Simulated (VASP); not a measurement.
Write the native input for VASP 6.6.1 that does the following.

| Property | Result |
| --- | --- |
| Task | single point |
| Functional | PBE |
| Potentials or basis | VASP PAW PBE potentials, release 64 (K_sv, F) |
| Cutoff | 520 eV |
| k mesh | 8 × 8 × 8 |
| Occupations | gaussian, width 0.05 eV |
| Spin | no spin polarisation |
| Dipole correction | no |
| Further INCAR settings | ALGO = Normal; EDIFF = 1e-06; NBANDS = 15 |

The structure of KF lies in POSCAR:

```
KF
1.0
    0.0573341186      2.6954070600      2.6954070600
    2.6954070600      0.0573341186      2.6954070600
    2.6954070600      2.6954070600      0.0573341186
K F
1 1
Direct
    0.0000000000      0.0000000000      0.0000000000
    0.5000000000      0.5000000000      0.5000000000
```

One way to write it, as run:

INCAR

```
SYSTEM = KF
PREC = Accurate
ENCUT = 520
EDIFF = 1E-6
ISMEAR = 0
SIGMA = 0.05
LREAL = .FALSE.
LASPH = .TRUE.
NELM = 100
ALGO = Normal
ISIF = 2
LWAVE = .FALSE.
LCHARG = .TRUE.
GGA = PE
LELF = .TRUE.
LVHAR = .TRUE.
NBANDS = 15
```

KPOINTS

```
Automatic mesh
0
G
  8 8 8
  0 0 0
```

Potentials or basis: VASP PAW PBE potentials, release 64 (K_sv, F).

The run is started by

```sh
$ cat potpaw_PBE.64/K_sv/POTCAR potpaw_PBE.64/F/POTCAR > POTCAR
$ mpirun -np 1 vasp_std > vasp.out
```

It gave:

```
Pressure               : 1.6 GPa
Band gap on the k mesh : 6.18 eV
```

It took 52 s on 1 thread of Intel Xeon 8259CL, on a shared host, peak memory 0.17 GiB.
